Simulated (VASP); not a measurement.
# ScInS3 (P6/mmm) in VASP: notebook, part 2 of 2

VASP 6.6.1.

### 4 Single point, PBE

This run uses another cell than the first one, of 29.03 Å³/atom.

File INCAR:

```
  PREC = Accurate
  ENCUT = 520
  EDIFF = 1E-6
  ISMEAR = 0
  SIGMA = 0.1
  LREAL = F
  LASPH = T
  NELM = 100
  ALGO = Normal
  ISIF = 2
  LWAVE = F
  LCHARG = F
  GGA = PE
  NBANDS = 29
```

File KPOINTS:

```
Automatic mesh
0
Gamma
  12 12 6
```

File POSCAR:

```
ScInS3
1.0
    5.2853430617      0.0000000000      0.0000000000
   -2.6426715308      4.5772413591      0.0000000000
    0.0000000000      0.0000000000      5.9993947397
Sc In S
1 1 3
Direct
    0.0000000000      0.0000000000      0.0000000000
    0.0000000000      0.0000000000      0.5000000000
    0.5000000000      0.0000000000      0.0000000000
    0.0000000000      0.5000000000      0.0000000000
    0.5000000000      0.5000000000      0.0000000000
```

Potentials or basis: VASP PAW PBE potentials, release 64 (Sc_sv, In_d, S).

Launch:

```
$ cat potpaw_PBE.64/Sc_sv/POTCAR potpaw_PBE.64/In_d/POTCAR potpaw_PBE.64/S/POTCAR > POTCAR
$ mpirun -np 1 vasp_std > vasp.out
```

OUTCAR:

```text
PREC = Accurate
   ENCUT = 520
   EDIFF = 1E-6
   ISMEAR = 0
   LREAL = F
   LASPH = T
   NELM = 100
   ISIF = 2
   GGA = PE

 ion  position               nearest neighbor table
   1  0.000  0.000  0.000-   4 2.64   4 2.64   5 2.64   5 2.64   3 2.64   3 2.64   2 3.00   2 3.00

   2  0.000  0.000  0.500-   1 3.00   1 3.00
   3  0.500  0.000  0.000-   5 2.64   5 2.64   4 2.64   4 2.64   1 2.64   1 2.64
   4  0.000  0.500  0.000-   1 2.64   1 2.64   3 2.64   3 2.64   5 2.64   5 2.64
   5  0.500  0.500  0.000-   3 2.64   3 2.64   1 2.64   1 2.64   4 2.64   4 2.64

  LATTYP: Found a hexagonal cell.
 ALAT       =     5.2853430617
 C/A-ratio  =     1.1351003463

  Lattice vectors:

 A1 = (   5.2853430617,   0.0000000000,   0.0000000000)
 A2 = (  -2.6426715308,   4.5772413591,   0.0000000000)
 A3 = (   0.0000000000,   0.0000000000,   5.9993947397)

Analysis of symmetry for initial positions (statically):
=====================================================================
 Subroutine PRICEL returns:
 Original cell was already a primitive cell.

 Routine SETGRP: Setting up the symmetry group for a
 hexagonal supercell.

 Subroutine GETGRP returns: Found 24 space group operations
 (whereof 24 operations were pure point group operations)
 out of a pool of 24 trial point group operations.

The static configuration has the point symmetry D_6h.

Analysis of symmetry for dynamics (positions and initial velocities):
=====================================================================
 Subroutine PRICEL returns:
 Original cell was already a primitive cell.

 Routine SETGRP: Setting up the symmetry group for a
 hexagonal supercell.

 Subroutine GETGRP returns: Found 24 space group operations
 (whereof 24 operations were pure point group operations)
[... 124 lines left out ...]
   EFERMI_NEDOS =   21; number of points for ismear=-14 and -15
   IALGO  =     38    algorithm
   IMIX   =      4    mixing-type and parameters
     AMIX     =   0.40;   BMIX     =  1.00
     AMIX_MAG =   1.60;   BMIX_MAG =  1.00
  volume/ion in A,a.u.               =      29.03       195.89
  Fermi-wavevector in a.u.,A,eV,Ry     =   1.082837  2.046265 15.953323  1.172536
  Thomas-Fermi vector in A             =   2.218888
   LORBIT       =      0    0 simple, 1 ext, 2 COOP (PROOUT), +10 PAW based schemes
   GGA     = PE    functional components
   LHFCALC =     F    Hartree Fock is set to
   AEXX    =    0.0000 exact exchange contribution
   IVDW    =     0    specifies the selected vdW correction
   LEPSILON=     F    determine dielectric tensor
   LRPA    =     F    only Hartree local field effects (RPA)
 non-spin polarized calculation
 Gauss-broadening in eV      SIGMA  =   0.10
  energy-cutoff  :      520.00
  volume of cell :      145.14
 maximum number of plane-waves:      3936
 NGX is ok and might be reduce to    40
   NGX = 19   NGY = 19   NGZ = 23

 number of electron      41.9999997 magnetization

 Free energy of the ion-electron system (eV)
  ---------------------------------------------------
  ext. energy  EPLUGINS =         0.00000000
  ---------------------------------------------------
  free energy    TOTEN  =       -22.34180433 eV

  energy without entropy =      -22.33466369  energy(sigma->0) =      -22.33823401

 E-fermi :   3.4356     XC(G=0):  -8.1499

 val. band max:        3.4313378200   @ k =   0.2500   0.1667   0.1667
 cond. band min:       3.4362477851   @ k =   0.2500   0.1667   0.3333
 fundamental gap:      0.0049099651
 Fermi energy:         3.4356030525

 k-point     1 :       0.0000    0.0000    0.0000
  band No.  band energies     occupation
      1     -46.3610      2.00000
      2     -25.0512      2.00000
      3     -25.0068      2.00000
      4     -25.0068      2.00000
      5     -11.9356      2.00000
      6     -11.9356      2.00000
[... 757 lines left out ...]
     28       5.8208      0.00000
     29       6.8205      0.00000

 [... further k-points ...]

------------------------ aborting loop because EDIFF is reached ----------------------------------------

  FORCE on cell =-STRESS in cart. coord.  units (eV):
  Direction    XX          YY          ZZ          XY          YZ          ZX
  --------------------------------------------------------------------------------------
  -------------------------------------------------------------------------------------
  Total        0.0355315      0.0355315     -0.0214113      0.0000000      0.0000000      0.0000000
  in kB        0.3922287      0.3922287     -0.2363570      0.0000000      0.0000000      0.0000000
  external PRESSURE =       0.1827001 kB  Pullay stress =       0.0000000 kB

 VOLUME and BASIS-vectors are now :
 -----------------------------------------------------------------------------
  energy-cutoff  :      520.00
  volume of cell :      145.14
      direct lattice vectors                 reciprocal lattice vectors
     5.285343062  0.000000000  0.000000000     0.189202477  0.109236101  0.000000000
    -2.642671531  4.577241359  0.000000000     0.000000000  0.218472202  0.000000000
     0.000000000  0.000000000  5.999394740     0.000000000  0.000000000  0.166683481

 POSITION                                       TOTAL-FORCE (eV/Angst)
 -----------------------------------------------------------------------------------
      0.00000      0.00000      0.00000         0.000000      0.000000      0.000000
      0.00000      0.00000      2.99970        -0.000000      0.000000      0.000000
      2.64267      0.00000      0.00000         0.000000      0.000000      0.000000
     -1.32134      2.28862      0.00000         0.000000      0.000000      0.000000
      1.32134      2.28862      0.00000        -0.000000      0.000000      0.000000
 -----------------------------------------------------------------------------------
    total drift:                               -0.000000      0.000000     -0.000000

  FREE ENERGIE OF THE ION-ELECTRON SYSTEM (eV)
  ---------------------------------------------------
  free  energy   TOTEN  =       -22.3418043341 eV

  energy  without entropy=      -22.3346636884  energy(sigma->0) =      -22.33823401
```

stdout:

```text
POSCAR found type information on POSCAR ScInS
 POSCAR found :  3 types and       5 ions
 scaLAPACK will be used
 LDA part: xc-table for (Slater+PW92), standard interpolation
 POSCAR, INCAR and KPOINTS ok, starting setup
 FFT: planning ... GRIDC
 FFT: planning ... GRID_SOFT
 FFT: planning ... GRID
 WAVECAR not read
 entering main loop
```

It took 2.5 min on 1 thread of Intel Xeon 6975P-C (Granite Rapids), shared host; peak memory 0.48 GiB.

What came out:

```
Free energy            : -22.3418 eV
Pressure               : 0.0 GPa
Band gap on the k mesh : zero (bands 21 and 22 overlap by 1.88 eV)
```

Levels at points of the mesh, in eV from the Fermi level:
| k point | band 18 | band 19 | band 20 | band 21 | band 22 | band 23 | band 24 | band 25 |
| --- | --- | --- | --- | --- | --- | --- | --- | --- |
| (0.00, 0.00, 0.00) | -1.19 | -1.19 | 1.02 | 1.02 | 1.03 | 1.59 | 1.99 | 2.05 |
| (0.50, 0.00, 0.00) | -2.68 | -2.67 | -2.07 | -1.64 | 0.22 | 0.90 | 1.79 | 1.94 |
| (0.00, 0.00, 0.50) | -1.25 | -1.25 | -1.19 | 0.26 | 0.26 | 1.03 | 2.05 | 2.05 |
| (0.50, 0.00, 0.50) | -2.64 | -2.26 | -2.07 | -1.91 | -0.86 | 1.37 | 1.42 | 2.05 |

Caveat: spin-orbit coupling is left out, which moves the levels of the heavy elements.

### 5 Relaxation of cell and atoms, PBE

File INCAR:

```
SYSTEM = ScInS3
PREC = Accurate
ENCUT = 600
EDIFF = 1E-6
ISMEAR = 0
SIGMA = 0.1
LREAL = .False.
LASPH = .True.
NELM = 100
ALGO = Normal
ISIF = 3
LWAVE = .False.
LCHARG = .False.
GGA = PE
IBRION = 2
NSW = 90
EDIFFG = -0.04
```

File KPOINTS:

```
Automatic mesh
0
Gamma
  6 6 4
  0 0 0
```

Changes to POSCAR since step 4:

```diff
@@ -2,5 +2,5 @@
 1.0
-    5.2853430617      0.0000000000      0.0000000000
-   -2.6426715308      4.5772413591      0.0000000000
-    0.0000000000      0.0000000000      5.9993947397
+    5.2984045400      0.0000000000      0.0000000000
+   -2.6492022700      4.5885529300      0.0000000000
+    0.0000000000      0.0000000000      4.9642260000
 Sc In S
```

Potentials or basis: VASP PAW PBE potentials, release 64 (Sc_sv, In_d, S).

Launch:

```
$ cat potpaw_PBE.64/Sc_sv/POTCAR potpaw_PBE.64/In_d/POTCAR potpaw_PBE.64/S/POTCAR > POTCAR
$ mpirun -np 1 vasp_std > vasp.out
```

OUTCAR:

```text
SYSTEM = ScInS3
   PREC = Accurate
   ENCUT = 600
   EDIFF = 1E-6
   ISMEAR = 0
   LREAL = .False.
   LASPH = .True.
   NELM = 100
   ISIF = 3
   GGA = PE
   IBRION = 2
   NSW = 90
   EDIFFG = -0.04

 ion  position               nearest neighbor table
   1  0.000  0.000  0.000-   2 2.48   2 2.48   5 2.65   4 2.65   4 2.65   5 2.65   3 2.65   3 2.65

   2  0.000  0.000  0.500-   1 2.48   1 2.48
   3  0.500  0.000  0.000-   4 2.65   5 2.65   5 2.65   4 2.65   1 2.65   1 2.65
   4  0.000  0.500  0.000-   1 2.65   3 2.65   1 2.65   3 2.65   5 2.65   5 2.65
   5  0.500  0.500  0.000-   1 2.65   3 2.65   3 2.65   1 2.65   4 2.65   4 2.65

  LATTYP: Found a hexagonal cell.
 ALAT       =     5.2984045400
 C/A-ratio  =     0.9369284588

  Lattice vectors:

 A1 = (   5.2984045400,   0.0000000000,   0.0000000000)
 A2 = (  -2.6492022700,   4.5885529300,   0.0000000000)
 A3 = (   0.0000000000,   0.0000000000,   4.9642260000)

Analysis of symmetry for initial positions (statically):
=====================================================================
 Subroutine PRICEL returns:
 Original cell was already a primitive cell.

 Routine SETGRP: Setting up the symmetry group for a
 hexagonal supercell.

 Subroutine GETGRP returns: Found 24 space group operations
 (whereof 24 operations were pure point group operations)
 out of a pool of 24 trial point group operations.

The static configuration has the point symmetry D_6h.

[... 147 lines left out ...]
 Gauss-broadening in eV      SIGMA  =   0.10
  energy-cutoff  :      600.00
  volume of cell :      120.69
 maximum number of plane-waves:      4048
   NGX = 21   NGY = 21   NGZ = 19

--------------------------------------- Ionic step        1  -------------------------------------------

 number of electron      42.0000005 magnetization

 Free energy of the ion-electron system (eV)
  ---------------------------------------------------
  ext. energy  EPLUGINS =         0.00000000
  ---------------------------------------------------
  free energy    TOTEN  =       -20.91962797 eV

  energy without entropy =      -20.91053805  energy(sigma->0) =      -20.91508301

 E-fermi :   4.7204     XC(G=0):  -9.0457

 val. band max:        4.6046480176   @ k =   0.0000   0.0000   0.2500
 cond. band min:       4.7220221855   @ k =   0.1667  -0.0000   0.2500
 fundamental gap:      0.1173741679
 Fermi energy:         4.7203867342

 k-point     1 :       0.0000    0.0000    0.0000
  band No.  band energies     occupation
      1     -44.8275      2.00000
      2     -23.7965      2.00000
      3     -23.4610      2.00000
      4     -23.4610      2.00000
      5     -11.1436      2.00000
      6     -10.9223      2.00000
[... 888 lines left out ...]
--------------------------------------- Ionic step        9  -------------------------------------------

 number of electron      42.0000008 magnetization

 Free energy of the ion-electron system (eV)
  ---------------------------------------------------
  ext. energy  EPLUGINS =         0.00000000
  ---------------------------------------------------
  free energy    TOTEN  =       -22.21512194 eV

  energy without entropy =      -22.18177634  energy(sigma->0) =      -22.19844914

 E-fermi :   3.3148     XC(G=0):  -8.1393

 val. band max:        3.2956881461   @ k =   0.3333   0.0000   0.2500
 cond. band min:       3.3251791202   @ k =   0.1667   0.1667   0.2500
 fundamental gap:      0.0294909741
 Fermi energy:         3.3148238828

 k-point     1 :       0.0000    0.0000    0.0000
  band No.  band energies     occupation
      1     -46.4426      2.00000
      2     -25.1546      2.00000
      3     -25.0742      2.00000
      4     -25.0742      2.00000
      5     -11.9977      2.00000
      6     -11.9977      2.00000
[... 609 lines left out ...]
  FREE ENERGIE OF THE ION-ELECTRON SYSTEM (eV)
  ---------------------------------------------------
  free  energy   TOTEN  =       -22.2151219389 eV

  energy  without entropy=      -22.1817763400  energy(sigma->0) =      -22.19844914

 reached required accuracy - stopping structural energy minimisation
```

CONTCAR:

```text
ScInS3
   1.00000000000000
     5.2934816251543015    0.0000000000000000   -0.0000000000000000
    -2.6467408125771508    4.5842895606863383    0.0000000000000000
    -0.0000000000000000    0.0000000000000000    6.0010323001697685
  Sc              In              S
     1     1     3
Direct
     0.0000000000000000    0.0000000000000000    1.0000000000000000
     0.0000000000000000    0.0000000000000000    0.5000000000000000
     0.5000000000000000    0.0000000000000000    0.0000000000000000
     0.0000000000000000    0.5000000000000000    1.0000000000000000
     0.5000000000000000    0.5000000000000000    0.0000000000000000

  0.00000000E+00  0.00000000E+00  0.00000000E+00
  0.00000000E+00  0.00000000E+00  0.00000000E+00
  0.00000000E+00  0.00000000E+00  0.00000000E+00
  0.00000000E+00  0.00000000E+00  0.00000000E+00
  0.00000000E+00  0.00000000E+00  0.00000000E+00
```

It took 3.5 min on 1 thread of Intel Xeon 6975P-C (Granite Rapids), shared host; peak memory 0.31 GiB.

Results:

* Free energy: -22.2151 eV
* Relaxed volume: 29.13 Å³/atom
* Relaxed cell: a = 5.293 Å, b = 5.293 Å, c = 6.001 Å, α = 90.00°, β = 90.00°, γ = 120.00°
* Space group after relaxing (to 0.1 Å): P6/mmm (No. 191)
* Energy gained by relaxing: 259.1 meV/atom
* Ionic steps: 9
* Pressure after relaxing: 0.0 GPa
* Band gap on the k mesh: zero (bands 21 and 22 overlap by 1.89 eV)

Stress tensor (GPa, compression positive):
```
-0.02  0.00  0.00
 0.00 -0.02  0.00
 0.00  0.00  0.17
```

The path:
```
step  energy change (eV)  largest force (eV/Å)  pressure (GPa)  volume (Å³)
   1              0.0000                0.0000            6.61       120.69
   2             -1.2233                0.0000            1.47       137.97
   3             -1.2811                0.0000            0.82       141.82
   4             -1.2696                0.0000           -0.04       149.50
   5             -1.2932                0.0000            0.36       145.41
   6             -1.2936                0.0000            0.42       144.92
   7             -1.2933                0.0000            0.47       144.44
   8             -1.2950                0.0000           -0.15       146.21
   9             -1.2955                0.0000            0.04       145.63
```

Final structure:
```cif
data_structure
_symmetry_space_group_name_H-M 'P 1'
_symmetry_Int_Tables_number 1
_cell_length_a 5.2935
_cell_length_b 5.2935
_cell_length_c 6.0010
_cell_angle_alpha 90.000
_cell_angle_beta 90.000
_cell_angle_gamma 120.000
_cell_volume 145.63
loop_
_atom_site_label
_atom_site_type_symbol
_atom_site_fract_x
_atom_site_fract_y
_atom_site_fract_z
_atom_site_occupancy
Sc1 Sc 0.00000 0.00000 0.00000 1
In1 In 0.00000 0.00000 0.50000 1
S1 S 0.50000 0.00000 0.00000 1
S2 S 0.00000 0.50000 0.00000 1
S3 S 0.50000 0.50000 0.00000 1
```

Caveat: the volume moved by over 15 % at a fixed basis, so the end points are rough; spin-orbit coupling is left out, which moves the levels of the heavy elements.

### 6 The runs side by side

```tsv
task	cell	k mesh	cutoff (eV)	gap on the mesh (eV)	pressure (GPa)
single point	a = 5.298, b = 5.298, c = 4.964 Å, angles 90.0, 90.0, 120.0°, 5 atoms	6 × 6 × 4	520	none	6.6
single point	a = 5.291, b = 5.291, c = 5.998 Å, angles 90.0, 90.0, 120.0°, 5 atoms	6 × 6 × 4	520	none	0.1
single point	a = 5.285, b = 5.285, c = 5.999 Å, angles 90.0, 90.0, 120.0°, 5 atoms	12 × 12 × 6	520	none	0.0
relaxation of cell and atoms	relaxed from a = 5.298, b = 5.298, c = 4.964 Å, angles 90.0, 90.0, 120.0°, 5 atoms	6 × 6 × 4	600	none	0.0
```

Alike in all rows: level PBE; potentials or basis VASP PAW PBE potentials, release 64 (Sc_sv, In_d, S); no spin polarisation; smearing gaussian 0.1 eV.

Caveats: spin-orbit coupling is left out, which moves the levels of the heavy elements; the cell stands under pressure (at least some runs); the volume moved by over 15 % at a fixed basis, so the end points are rough (at least some runs).

Absolute energies hang on the potentials; compare differences alone.
